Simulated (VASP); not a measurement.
# Yb (Fm-3m) in VASP: single point with PBE

Aim: the single point of Yb with PBE.

All numbers are computed with VASP 6.6.1; they aren't measurements. Logs are shortened: lines on timing, memory, paths and dates and some standing lists are left out, and cuts for length are marked.

### Step 1. The cell of the first run

The structure is cubic, space group Fm-3m (No. 225). The conventional cell has a = 5.166 Å, b = 5.166 Å, c = 5.166 Å, α = 90.00°, β = 90.00°, γ = 90.00°. Yb (site symmetry m-3m) has 12 Yb at 3.65 Å within 4.8 Å.

### Step 2. Single point, PBE

Input file INCAR:

```
PREC = Accurate
ENCUT = 520
EDIFF = 1E-6
ISMEAR = 1
SIGMA = 0.1
LREAL = False
LASPH = True
NELM = 100
ALGO = Normal
ISIF = 2
LWAVE = False
LCHARG = True
GGA = PE
LELF = True
LVHAR = True
NBANDS = 18
```

Input file KPOINTS:

```
regular mesh
0
Gamma
  17 17 17
```

Input file POSCAR:

```
Yb
1.0
    0.0000000000      2.5831694154      2.5831694154
    2.5831694154      0.0000000000      2.5831694154
    2.5831694154      2.5831694154      0.0000000000
Yb
1
Direct
    0.0000000000      0.0000000000      0.0000000000
```

Potentials or basis: VASP PAW PBE potentials, release 64 (Yb).

Started as:

```bash
cat potpaw_PBE.64/Yb/POTCAR > POTCAR
mpirun -np 1 vasp_std > vasp.out
```

OUTCAR:

```text
PREC = Accurate
   ENCUT = 520
   EDIFF = 1E-6
   ISMEAR = 1
   LREAL = False
   LASPH = True
   NELM = 100
   ISIF = 2
   GGA = PE

 ion  position               nearest neighbor table
   1  0.000  0.000  0.000-

  LATTYP: Found a face centered cubic cell.
 ALAT       =     5.1663388308

  Lattice vectors:

 A1 = (   0.0000000000,   2.5831694154,   2.5831694154)
 A2 = (   2.5831694154,   0.0000000000,   2.5831694154)
 A3 = (   2.5831694154,   2.5831694154,   0.0000000000)

Analysis of symmetry for initial positions (statically):
=====================================================================
 Subroutine PRICEL returns:
 Original cell was already a primitive cell.

 Routine SETGRP: Setting up the symmetry group for a
 face centered cubic supercell.

 Subroutine GETGRP returns: Found 48 space group operations
 (whereof 48 operations were pure point group operations)
 out of a pool of 48 trial point group operations.

The static configuration has the point symmetry O_h .

Analysis of symmetry for dynamics (positions and initial velocities):
=====================================================================
 Subroutine PRICEL returns:
 Original cell was already a primitive cell.

 Routine SETGRP: Setting up the symmetry group for a
 face centered cubic supercell.

 Subroutine GETGRP returns: Found 48 space group operations
 (whereof 48 operations were pure point group operations)
 out of a pool of 48 trial point group operations.

The dynamic configuration has the point symmetry O_h .

 Subroutine INISYM returns: Found 48 space group operations
 (whereof 48 operations are pure point group operations),
 and found     1 'primitive' translations

----------------------------------------------------------------------------------------

                                     Primitive cell

  volume of cell :      34.4738

  direct lattice vectors                    reciprocal lattice vectors
     0.000000000  2.583169415  2.583169415    -0.193560669  0.193560669  0.193560669
     2.583169415  0.000000000  2.583169415     0.193560669 -0.193560669  0.193560669
     2.583169415  2.583169415  0.000000000     0.193560669  0.193560669 -0.193560669

  length of vectors
     3.653153221  3.653153221  3.653153221     0.335256913  0.335256913  0.335256913

  position of ions in fractional coordinates (direct lattice)
     0.000000000  0.000000000  0.000000000

  ion indices of the primitive-cell ions
   primitive index   ion index
                 1           1

----------------------------------------------------------------------------------------

 KPOINTS: regular mesh

Automatic generation of k-mesh.
 Grid dimensions read from file:
 generate k-points for:   17   17   17

 Generating k-lattice:

  Cartesian coordinates                     Fractional coordinates (reciprocal lattice)
    -0.011385922  0.011385922  0.011385922     0.058823529  0.000000000  0.000000000
     0.011385922 -0.011385922  0.011385922     0.000000000  0.058823529  0.000000000
     0.011385922  0.011385922 -0.011385922     0.000000000  0.000000000  0.058823529

  Length of vectors
     0.019720995  0.019720995  0.019720995

  Shift w.r.t. Gamma in fractional coordinates (k-lattice)
     0.000000000  0.000000000  0.000000000

 Subroutine IBZKPT returns following result:
 ===========================================

 Found    165 irreducible k-points:

 Following reciprocal coordinates:
            Coordinates               Weight
  0.000000  0.000000  0.000000      1.000000
  0.058824  0.000000  0.000000      8.000000
  0.117647  0.000000  0.000000      8.000000
  0.176471  0.000000  0.000000      8.000000
  0.235294  0.000000  0.000000      8.000000
  0.294118  0.000000  0.000000      8.000000
[... 16 lines left out ...]
 -0.176471  0.058824  0.000000     24.000000
 -0.117647  0.058824  0.000000     24.000000
 [... further k-points ...]
   k-points           NKPTS =    165   k-points in BZ     NKDIM =    165   number of bands    NBANDS=     18
   number of dos      NEDOS =    301   number of ions     NIONS =      1
   total plane-waves  NPLWV =  21952
   dimension x,y,z NGX =    28 NGY =   28 NGZ =   28
   dimension x,y,z NGXF=    56 NGYF=   56 NGZF=   56
   ions per type =               1
   NGX,Y,Z   is equivalent  to a cutoff of  12.74, 12.74, 12.74 a.u.
   NGXF,Y,Z  is equivalent  to a cutoff of  25.48, 25.48, 25.48 a.u.
 SYSTEM =  unknown system
   PREC   = accura    normal or accurate (medium, high low for compatibility)
   ISTART =      0    job   : 0-new  1-cont  2-samecut
   ICHARG =      2    charge: 1-file 2-atom 10-const
   ISPIN  =      1    spin polarized calculation?
   LNONCOLLINEAR =      F non collinear calculations
   LSORBIT =      F    spin-orbit coupling
   LASPH  =      T    aspherical Exc in radial PAW
   ENCUT  =  520.0 eV  38.22 Ry    6.18 a.u.   6.79  6.79  6.79*2*pi/ulx,y,z
   NELM   =    100;   NELMIN=  2; NELMDL= -5     # of ELM steps
   EDIFF  = 0.1E-05   stopping-criterion for ELM
   LREAL  =      F    real-space projection
   EDIFFG = 0.1E-04   stopping-criterion for IOM
   NSW    =      0    number of steps for IOM
   IBRION =     -1    ionic relax: 0-MD 1-quasi-New 2-CG
   NFREE  =      0    steps in history (QN), initial steepest desc. (CG)
   ISIF   =      2    stress and relaxation
   ISYM   =      2    0-nonsym 1-usesym 2-fastsym
   POTIM  = 0.5000    time-step for ionic-motion
   TEBEG  =    0.0;   TEEND  =   0.0 temperature during run
   PSTRESS=    0.0 pullay stress
   NELECT =      24.0000    total number of electrons
   NUPDOWN=      -1.0000    fix difference up-down
   EMIN   =  10.00;   EMAX   =-10.00  energy-range for DOS
   EFERMI =   0.00;   METHOD = LEGACY
   ISMEAR =     1;   SIGMA  =   0.10  broadening in eV -4-tet -1-fermi 0-gaus
   EFERMI_NEDOS =   21; number of points for ismear=-14 and -15
   IALGO  =     38    algorithm
   IMIX   =      4    mixing-type and parameters
     AMIX     =   0.40;   BMIX     =  1.00
     AMIX_MAG =   1.60;   BMIX_MAG =  1.00
  volume/ion in A,a.u.               =      34.47       232.64
  Fermi-wavevector in a.u.,A,eV,Ry     =   1.450939  2.741876 28.643294  2.105223
  Thomas-Fermi vector in A             =   2.568493
   LORBIT       =      0    0 simple, 1 ext, 2 COOP (PROOUT), +10 PAW based schemes
   GGA     = PE    functional components
   LHFCALC =     F    Hartree Fock is set to
   AEXX    =    0.0000 exact exchange contribution
   IVDW    =     0    specifies the selected vdW correction
   LEPSILON=     F    determine dielectric tensor
   LRPA    =     F    only Hartree local field effects (RPA)
 non-spin polarized calculation
 Methfessel and Paxton  Order N= 1 SIGMA  =   0.10
  energy-cutoff  :      520.00
  volume of cell :       34.47
 maximum number of plane-waves:       946
   NGX = 13   NGY = 13   NGZ = 13

 number of electron      24.0000007 magnetization

 Free energy of the ion-electron system (eV)
  ---------------------------------------------------
  ext. energy  EPLUGINS =         0.00000000
  ---------------------------------------------------
  free energy    TOTEN  =        -3.56710990 eV

  energy without entropy =       -3.61151984  energy(sigma->0) =       -3.58191322

 E-fermi :   1.6416     XC(G=0):  -9.6177

 val. band max:        1.6411863014   @ k =  -0.4118   0.2941   0.0588
 cond. band min:       1.6425798315   @ k =  -0.3529   0.2941   0.1176
 fundamental gap:      0.0013935300
 Fermi energy:         1.6415554140

 k-point     1 :       0.0000    0.0000    0.0000
  band No.  band energies     occupation
      1     -49.8868      2.00000
      2     -22.0635      2.00000
      3     -22.0635      2.00000
      4     -22.0635      2.00000
      5      -3.5352      2.00000
      6       1.3706      2.00086
[... 10 lines left out ...]
     17       6.8672      0.00000
     18      11.4258      0.00000

 k-point     2 :       0.0588    0.0000    0.0000
  band No.  band energies     occupation
      1     -49.8861      2.00000
      2     -22.0773      2.00000
      3     -22.0652      2.00000
      4     -22.0652      2.00000
      5      -3.4507      2.00000
      6       1.3712      2.00089
[... 10 lines left out ...]
     17       6.8107      0.00000
     18      11.6349      0.00000

 k-point     3 :       0.1176    0.0000    0.0000
  band No.  band energies     occupation
      1     -49.8841      2.00000
      2     -22.1168      2.00000
      3     -22.0704      2.00000
      4     -22.0704      2.00000
      5      -3.2025      2.00000
      6       1.3730      2.00097
[... 10 lines left out ...]
     17       6.6856      0.00000
     18      12.1385      0.00000

 k-point     4 :       0.1765    0.0000    0.0000
  band No.  band energies     occupation
      1     -49.8812      2.00000
      2     -22.1759      2.00000
      3     -22.0782      2.00000
      4     -22.0782      2.00000
      5      -2.8061      2.00000
      6       1.3768      2.00117
[... 10 lines left out ...]
     17       6.6146      0.00000
     18      11.8856      0.00000

 k-point     5 :       0.2353    0.0000    0.0000
  band No.  band energies     occupation
      1     -49.8776      2.00000
      2     -22.2461      2.00000
      3     -22.0876      2.00000
      4     -22.0876      2.00000
      5      -2.2888      2.00000
      6       1.3831      2.00157
[... 10 lines left out ...]
     17       6.7439      0.00000
     18      11.1969      0.00000

 k-point     6 :       0.2941    0.0000    0.0000
  band No.  band energies     occupation
      1     -49.8739      2.00000
      2     -22.3176      2.00000
      3     -22.0973      2.00000
      4     -22.0973      2.00000
      5      -1.6920      2.00000
      6       1.3918      2.00234
[... 307 lines left out ...]
 k-point    21 :      -0.2941    0.0588    0.0000
  band No.  band energies     occupation
      1     -49.8723      2.00000
      2     -22.3388      2.00000
      3     -22.1148      2.00000
      4     -22.0967      2.00000
      5      -1.4175      2.00000
      6       1.3957      2.00278
[... 10 lines left out ...]
     17       7.6570      0.00000
     18      10.5709      0.00000

 k-point    22 :      -0.2353    0.0588    0.0000
  band No.  band energies     occupation
      1     -49.8759      2.00000
      2     -22.2712      2.00000
      3     -22.1052      2.00000
      4     -22.0867      2.00000
      5      -2.0279      2.00000
      6       1.3867      2.00186
[... 10 lines left out ...]
     17       7.2218      0.00000
     18      11.1536      0.00000

 k-point    23 :      -0.1765    0.0588    0.0000
  band No.  band energies     occupation
      1     -49.8795      2.00000
      2     -22.2019      2.00000
      3     -22.0942      2.00000
      4     -22.0774      2.00000
      5      -2.5755      2.00000
      6       1.3793      2.00132
[... 10 lines left out ...]
     17       6.9426      0.00000
     18      11.8165      0.00000

 k-point    24 :      -0.1176    0.0588    0.0000
  band No.  band energies     occupation
      1     -49.8827      2.00000
      2     -22.1406      2.00000
      3     -22.0834      2.00000
      4     -22.0701      2.00000
      5      -3.0137      2.00000
      6       1.3747      2.00105
[... 10 lines left out ...]
     17       6.8491      0.00000
     18      12.4100      0.00000

 [... further k-points ...]
[... 5 lines left out ...]
  --------------------------------------------------------------------------------------
  -------------------------------------------------------------------------------------
  Total       -0.2486711     -0.2486711     -0.2486711      0.0000000     -0.0000000     -0.0000000
  in kB      -11.5570566    -11.5570566    -11.5570566      0.0000000     -0.0000000     -0.0000000
  external PRESSURE =     -11.5570566 kB  Pullay stress =       0.0000000 kB

 VOLUME and BASIS-vectors are now :
 -----------------------------------------------------------------------------
  energy-cutoff  :      520.00
  volume of cell :       34.47
      direct lattice vectors                 reciprocal lattice vectors
     0.000000000  2.583169415  2.583169415    -0.193560669  0.193560669  0.193560669
     2.583169415  0.000000000  2.583169415     0.193560669 -0.193560669  0.193560669
     2.583169415  2.583169415  0.000000000     0.193560669  0.193560669 -0.193560669

 POSITION                                       TOTAL-FORCE (eV/Angst)
 -----------------------------------------------------------------------------------
      0.00000      0.00000      0.00000         0.000000      0.000000      0.000000
 -----------------------------------------------------------------------------------
    total drift:                               -0.000000     -0.000000     -0.000000

  FREE ENERGIE OF THE ION-ELECTRON SYSTEM (eV)
  ---------------------------------------------------
  free  energy   TOTEN  =        -3.5671099040 eV

  energy  without entropy=       -3.6115198386  energy(sigma->0) =       -3.58191322
```

It took 8.3 min on 1 thread of Intel Xeon Platinum 8488C (Sapphire Rapids), shared host; peak memory 0.27 GiB.

Results:

```
Free energy            : -3.5671 eV
Pressure               : -1.2 GPa
Band gap on the k mesh : zero (bands 12 and 13 overlap by 0.03 eV)
```

Levels at points of the mesh, in eV from the Fermi level:
| k point | band 10 | band 11 | band 12 | band 13 | band 14 | band 15 |
| --- | --- | --- | --- | --- | --- | --- |
| (0.00, 0.00, 0.00) | -0.07 | -0.07 | -0.07 | 3.00 | 3.00 | 3.00 |

Caveat: spin-orbit coupling is left out, which moves the levels of the heavy elements. Spin polarisation is off, so any magnetic state and its effect on volume and gap are missing.
